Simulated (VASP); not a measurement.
Write the native input for VASP 6.6.1 that does the following.

```
Task                   : electric field gradients
Functional             : PBE
Potentials or basis    : VASP PAW PBE potentials, release 64 (Ag)
Cutoff                 : 520 eV
k mesh                 : 15 × 15 × 15
Occupations            : fermi-dirac, width 0.05 eV
Spin                   : no spin polarisation
Dipole correction      : no
Further INCAR settings : ALGO = Normal; EDIFF = 1e-08; NBANDS = 12
```

The structure of Ag lies in POSCAR:

```
Ag
1.0
    0.0000000000      2.0017471726      2.0017471726
    2.0017471726      0.0000000000      2.0017471726
    2.0017471726      2.0017471726      0.0000000000
Ag
1
Direct
    0.0000000000      0.0000000000      0.0000000000
```

This cell differs from its parent crystal: volume scaled by 0.9405.

The input as run:

INCAR

```
  PREC = Accurate
  ENCUT = 520
  EDIFF = 1E-8
  ISMEAR = -1
  SIGMA = 0.05
  LREAL = False
  LASPH = True
  NELM = 60
  ALGO = Normal
  ISIF = 2
  LWAVE = False
  LCHARG = False
  GGA = PE
  LEFG = True
  NBANDS = 12
```

KPOINTS

```
Automatic mesh
0
Gamma
  15 15 15
```

Potentials or basis: VASP PAW PBE potentials, release 64 (Ag).

Run with:

```bash
$ cat potpaw_PBE.64/Ag/POTCAR > POTCAR
$ mpirun -np 1 vasp_std > vasp.out
```

Results of the run:

```json
{
 "Pressure": "12.8 GPa"
}
```

Caveat: without QUAD_EFG the Cq values of the log hold for a quadrupole moment of 1 mb, not for the nuclei.

Run time: 11 s on 1 thread of Intel(R) Xeon(R) Platinum 8488C (Sapphire Rapids) (shared host), peak memory 0.15 GiB.
